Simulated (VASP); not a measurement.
The system is TiC.

```xyz
2
Lattice="0.0000 2.1512 2.1512 2.1512 0.0000 2.1512 2.1512 2.1512 0.0000" Properties=species:S:1:pos:R:3 pbc="T T T"
Ti    0.0000    0.0000    0.0000
C     2.1512    2.1512    2.1512
```

This cell differs from its parent crystal: volume scaled by 0.98.

Base run:

| Quantity | Value |
| --- | --- |
| Program | VASP 6.6.1 |
| Functional | PBEsol |
| Potentials or basis | VASP PAW PBE potentials, release 64 (Ti_sv, C) |
| Cutoff | 520 eV |
| k mesh | 11 × 11 × 11 |
| Occupations | fermi-dirac, width 0.05 eV |
| Spin | no spin polarisation |

Its results: band gap on the k mesh zero (band 8 reaches 10.21 eV, above the bottom of band 9 at 9.13 eV); pressure -1.4 GPa.

The run is repeated on the same cell with these changes: functional from PBEsol to r2SCAN. What comes out?

Band gap on the k mesh zero (band 8 reaches 10.60 eV, above the bottom of band 9 at 9.26 eV); pressure 5.8 GPa.

Caveats: the PAW data sets were made with another functional, which shifts forces and pressure a little.
